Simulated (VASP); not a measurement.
Ga:

```xyz
1
Lattice="-1.3844 1.3844 2.3112 1.3844 -1.3844 2.3112 1.3844 1.3844 -2.3112" Properties=species:S:1:pos:R:3 pbc="T T T"
Ga    0.0000    0.0000    0.0000
```

| Property | Result |
| --- | --- |
| Program | VASP 6.6.1 |
| Task | relaxation of cell and atoms |
| Functional | revPBE |
| Dispersion | D4 |
| Potentials or basis | VASP PAW PBE potentials, release 64 (Ga_d) |
| Cutoff | 600 eV |
| k mesh | 13 × 13 × 13 |
| Occupations | fermi-dirac, width 0.05 eV |
| Spin | no spin polarisation |

At the start: pressure -2.0 GPa; volume 17.72 Å³/atom.

Question: How do energy, volume and symmetry change on relaxing?

Answer: Over 10 steps the energy falls by 5.2 meV/atom and the volume is 17.10 Å³/atom (-3.5 %); space group I4/mmm (No. 139, to 0.05 Å).

The path:
| step | energy change (eV) | largest force (eV/Å) | pressure (GPa) | volume (Å³) |
| --- | --- | --- | --- | --- |
| 1 | 0.0000 | 0.0000 | -1.95 | 17.72 |
| 2 | -0.0037 | 0.0000 | -0.07 | 17.17 |
| 3 | -0.0038 | 0.0000 | 0.18 | 17.13 |
| 4 | -0.0038 | 0.0000 | 0.05 | 17.14 |
| 5 | -0.0041 | 0.0000 | 0.01 | 17.13 |
| 6 | -0.0051 | 0.0000 | -0.04 | 17.11 |
| 7 | -0.0044 | 0.0000 | 0.58 | 17.05 |
| 8 | -0.0051 | 0.0000 | 0.10 | 17.08 |
| 9 | -0.0052 | 0.0000 | 0.05 | 17.09 |
| 10 | -0.0052 | 0.0000 | 0.04 | 17.10 |

Final structure:
```
CELL_PARAMETERS angstrom
-1.38341 1.38341 2.23350
1.38341 -1.38341 2.23350
1.38341 1.38341 -2.23350
ATOMIC_POSITIONS crystal
Ga 0.00000 0.00000 0.00000
```

Caveat: the PAW data sets were made with another functional, which shifts forces and pressure a little; pairwise dispersion overbinds metals, which lowers pressure and volume.
